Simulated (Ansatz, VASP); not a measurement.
Ti2Al6H: VASP beside Ansatz

Contents of INCAR:

```
PREC = Accurate
ENCUT = 520
EDIFF = 1E-6
ISMEAR = 0
SIGMA = 0.1
LREAL = False
LASPH = True
NELM = 60
ALGO = Normal
ISIF = 2
LWAVE = False
LCHARG = False
LDIPOL = True
IDIPOL = 3
DIPOL = 0.5 0.5 0.312
GGA = PE
IVDW = 12
NBANDS = 32
```

File KPOINTS:

```
regular mesh
0
Gamma
  6 6 1
```

POSCAR

```
Ti2Al6H
1.0
    5.0241861190      0.0000000000      0.0000000000
    2.1588814530      4.5367033218      0.0000000000
    0.0000000000      0.0000000000     21.2187109014
Al Ti H
6 2 1
Direct
    0.5000000000      0.0000000000      0.1885128658
    0.0000000000      0.5000000000      0.1885128658
    0.0000000000      0.0000000000      0.2517328341
    0.0000000000      0.5000000000      0.3193548961
    0.5000000000      0.0000000000      0.3193548961
    0.5000000000      0.5000000000      0.3826203646
    0.5000000000      0.5000000000      0.2517328341
    0.0000000000      0.0000000000      0.3797002555
    0.5000000000      0.8333333333      0.5287178356
```

Input for Ansatz:

```yaml
crystal:
  lattice:
    - [5.024186119, 0.0, 0.0]
    - [2.158881453, 4.5367033218, 0.0]
    - [0.0, 0.0, 21.2187109014]
  atoms:
    - { symbol: Al, position: [0.5, 0.0, 0.1885128658] }
    - { symbol: Al, position: [0.0, 0.5, 0.1885128658] }
    - { symbol: Ti, position: [0.5, 0.5, 0.2517328341] }
    - { symbol: Al, position: [0.0, 0.0, 0.2517328341] }
    - { symbol: Al, position: [0.0, 0.5, 0.3193548961] }
    - { symbol: Al, position: [0.5, 0.0, 0.3193548961] }
    - { symbol: Ti, position: [0.0, 0.0, 0.3797002555] }
    - { symbol: Al, position: [0.5, 0.5, 0.3826203646] }
    - { symbol: H, position: [0.5, 0.8333333333, 0.5287178356] }
basis:
  ecutwfc: 420
kpoints:
  mp_grid: { grid: [6, 6, 1] }
hamiltonian:
  xc: pbe
  pseudopotentials: { kind: paw, azcp: { folder: soft_1 } }
  dispersion: d3bj
scf:
  occupations: { method: gaussian, width: 0.1 }
output:
  forces: true
  eigenvalues: true
efield:
  axis: 3
  dipole_correction: true
  ramp_width: 0.04
```

Alike in both runs: task single point; functional PBE; dispersion D3(BJ); k mesh 6 × 6 × 1; occupations gaussian, width 0.1 eV; no spin polarisation.

|  | VASP | Ansatz |
| --- | --- | --- |
| version | VASP 6.6.1 | Ansatz 0.2.0 |
| potentials or method | VASP PAW PBE potentials, release 64 (Al, Ti_sv, H), cutoff 520 eV | scalar-relativistic, plane waves, PAW |
| valence electrons in the cell | 43 | 43 |

|  | VASP | Ansatz | Ansatz less VASP |
| --- | --- | --- | --- |
| gap on the k mesh at the Fermi level (eV) | none | none | - |
| rms of the force components (eV/Å) | 0.285 | 0.285 | -0.0001 |

A gap of «none» marks a metal or a gap that the smearing closes.
